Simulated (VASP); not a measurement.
Cu: single point with PBEsol

Crystal: Cu.

```
CELL_PARAMETERS angstrom
-1.41833 1.41833 1.35275
1.41833 -1.41833 1.35275
1.41833 1.41833 -1.35275
ATOMIC_POSITIONS crystal
Cu 0.00000 0.00000 0.00000
```

| Item | Value |
| --- | --- |
| Program | VASP 6.6.1 |
| Task | single point |
| Functional | PBEsol |
| Potentials or basis | VASP PAW PBE potentials, release 64 (Cu) |
| Cutoff | 520 eV |
| k mesh | 14 × 14 × 14 |
| Occupations | methfessel-paxton, width 0.1 eV |
| Spin | no spin polarisation |
| Dipole correction | no |
| Further INCAR settings | ALGO = Normal; EDIFF = 1e-07; NBANDS = 12 |

```
Pressure : 8.5 GPa
```

Stress tensor (GPa, compression positive):
```
8.67 0.00 0.00
0.00 8.67 0.00
0.00 0.00 8.28
```

Levels at points of the mesh, in eV from the Fermi level:
```csv
k point,band 3,band 4,band 5,band 6,band 7,band 8,band 9,band 10
"(0.00, 0.00, 0.00)",-3.33,-3.33,-2.38,-2.16,25.34,25.34,26.60,29.71
"(0.50, 0.00, 0.00)",-2.29,-2.05,-1.43,-0.73,4.95,17.72,18.05,21.95
"(0.50, 0.50, 0.00)",-2.46,-2.19,-1.46,-1.11,4.41,18.99,19.53,23.14
"(0.50, 0.50, 0.50)",-1.64,-1.64,-1.59,7.88,7.88,9.79,13.71,14.42
```

Wall time 30 s on 1 thread of AMD EPYC 7R13 (shared host), peak memory 0.11 GiB.

Caveat: the PAW data sets were made with another functional, which shifts forces and pressure a little.
